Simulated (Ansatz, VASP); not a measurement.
**One calculation of BeZn7O8, two programs**

```
Be Zn O
1.0
     3.18100    0.00000    5.10150
     3.18100    0.00000   -5.10150
    -3.18100    5.50965    0.00000
Be Zn O
1 7 8
Direct
  0.16667 0.16667 0.33333
  0.16667 0.16667 0.83333
  0.66667 0.66667 0.33333
  0.66667 0.66667 0.83333
  0.08333 0.58333 0.16667
  0.58333 0.08333 0.16667
  0.08333 0.58333 0.66667
  0.58333 0.08333 0.66667
  0.35767 0.97567 0.33333
  0.85767 0.47567 0.33333
  0.35767 0.97567 0.83333
  0.85767 0.47567 0.83333
  0.27433 0.39233 0.16667
  0.27433 0.39233 0.66667
  0.77433 0.89233 0.16667
  0.77433 0.89233 0.66667
```

Alike in both runs: task single point; functional PBE; k mesh 4 × 4 × 4; occupations gaussian, width 0.1 eV; no spin polarisation.

```csv
,VASP,Ansatz
version,VASP 6.6.1,Ansatz 0.2.0
potentials or method,"VASP PAW PBE potentials, release 64 (Be, Zn, O), cutoff 520 eV","scalar-relativistic, plane waves, PAW"
valence electrons in the cell,134,134
```

VASP gave:

* gap on the k mesh at the Fermi level (eV): 1.12
* least direct gap on the mesh (eV): 1.12
* pressure (GPa): 9.7
* traceless stress, the component that is largest in VASP (GPa): 0.05
* rms of the force components (eV/Å): 0.803

Problem. What did Ansatz give for the same quantities?

Solution. gap on the k mesh at the Fermi level (eV): 1.13; least direct gap on the mesh (eV): 1.13; pressure (GPa): 8.6; traceless stress, the component that is largest in VASP (GPa): 0.08; rms of the force components (eV/Å): 0.786.

Atom by atom the forces differ by 0.017 eV/Å (rms over components).
